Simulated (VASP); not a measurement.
Input of a VASP 6.6.1 run:

Contents of INCAR:

```
SYSTEM = Ni
PREC = Accurate ; ENCUT = 520
EDIFF = 1E-7 ; ISMEAR = -1
SIGMA = 0.08 ; LREAL = .FALSE.
LASPH = .TRUE. ; NELM = 150
ALGO = Normal ; ISIF = 2
LWAVE = .FALSE. ; LCHARG = .TRUE.
ISPIN = 2 ; MAGMOM = 1
LORBIT = 11 ; LMAXMIX = 4
LELF = .TRUE. ; LVHAR = .TRUE.
NBANDS = 15
```

KPOINTS

```
Automatic mesh
0
G
  18 18 18
  0 0 0
```

Contents of POSCAR:

```
Ni
1.0
    0.0000000000      1.4756668925      1.4756668925
    1.4756668925      0.0000000000      1.4756668925
    1.4756668925      1.4756668925      0.0000000000
Ni
1
Direct
    0.0000000000      0.0000000000      0.0000000000
```

Potentials or basis: VASP PAW LDA potentials, release 64 (Ni).

Command:

```sh
$ cat potpaw_LDA.64/Ni/POTCAR > POTCAR
$ mpirun -np 1 vasp_std > vasp.out
```

Q: Predict the band gap on the k mesh.

A: Zero (filled and empty bands overlap).

Q: Estimate the net moment.

A: 0.00 μB per cell.
